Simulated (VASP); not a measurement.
Set up this calculation in VASP 6.6.1, as the native input.

```
Task                            : G0W0 quasiparticle levels
Functional                      : PBE
Potentials or basis             : VASP PAW PBE potentials, release 64 (Si_GW)
Cutoff                          : 500 eV
k mesh                          : 2 × 2 × 2
Occupations                     : gaussian, width 0.01 eV
Spin                            : no spin polarisation
Dipole correction               : no
GW scheme                       : G0W0
GW iterations                   : 1
Cutoff of the response function : 113.3
Frequency points                : 48
Empty bands                     : 198
Further INCAR settings          : ALGO = EVGW0; EDIFF = 1e-08; NBANDS = 202
```

The system is Si.

```
Si
1.0
     0.00000    2.71550    2.71550
     2.71550    0.00000    2.71550
     2.71550    2.71550    0.00000
Si
2
Direct
  0.00000 0.00000 0.00000
  0.25000 0.25000 0.25000
```

These files were run (other wordings do the same):

POSCAR

```
Si
1.0
    0.0000000000      2.7155000000      2.7155000000
    2.7155000000      0.0000000000      2.7155000000
    2.7155000000      2.7155000000      0.0000000000
Si
2
Direct
    0.0000000000      0.0000000000      0.0000000000
    0.2500000000      0.2500000000      0.2500000000
```

INCAR.step1

```
ALGO = Normal ; EDIFF = 1E-8
ENCUT = 500 ; GGA = PE
ISMEAR = 0 ; LASPH = True
LCHARG = False ; LREAL = False
LWAVE = True ; NELM = 80
PREC = Accurate ; SIGMA = 0.01
```

INCAR.step2

```
ALGO = Exact ; EDIFF = 1E-8
ENCUT = 500 ; GGA = PE
ISMEAR = 0 ; ISTART = 1
LASPH = True ; LCHARG = False
LOPTICS = True ; LREAL = False
LWAVE = True ; NBANDS = 202
NELM = 1 ; PREC = Accurate
SIGMA = 0.01
```

INCAR.step3

```
ALGO = EVGW0 ; EDIFF = 1E-8
ENCUT = 500 ; ENCUTGW = 113.3
GGA = PE ; ISMEAR = 0
ISTART = 1 ; LASPH = True
LCHARG = False ; LREAL = False
LWAVE = False ; NBANDS = 202
NBANDSGW = 12 ; NELMGW = 1
NOMEGA = 48 ; PREC = Accurate
PRECFOCK = Fast ; SIGMA = 0.01
```

KPOINTS

```
k-points
0
Gamma
  2 2 2
```

Potentials or basis: VASP PAW PBE potentials, release 64 (Si_GW).

The run is started by

```bash
$ cat potpaw_PBE.64/Si_GW/POTCAR > POTCAR
$ cp INCAR.step1 INCAR
$ mpirun -np 1 vasp_std > vasp.out
$ cp INCAR.step2 INCAR
$ mpirun -np 1 vasp_std > vasp.out
$ cp INCAR.step3 INCAR
$ mpirun -np 1 vasp_std > vasp.out
```

It gave:

The band gap on the k mesh, mean-field level is 0.60 eV, indirect (least direct gap 2.44 eV), the quasiparticle gap is 1.08 eV and the least direct quasiparticle gap is 3.13 eV.

Caveat: the k points lie up to 1.00 Å⁻¹ apart; bands, screening cutoff and mesh are small and nothing is extrapolated, so the quasiparticle values aren't converged.

Wall time 25 s on 1 thread of Intel Xeon 6975P-C, with other jobs on the host, peak memory 0.25 GiB.
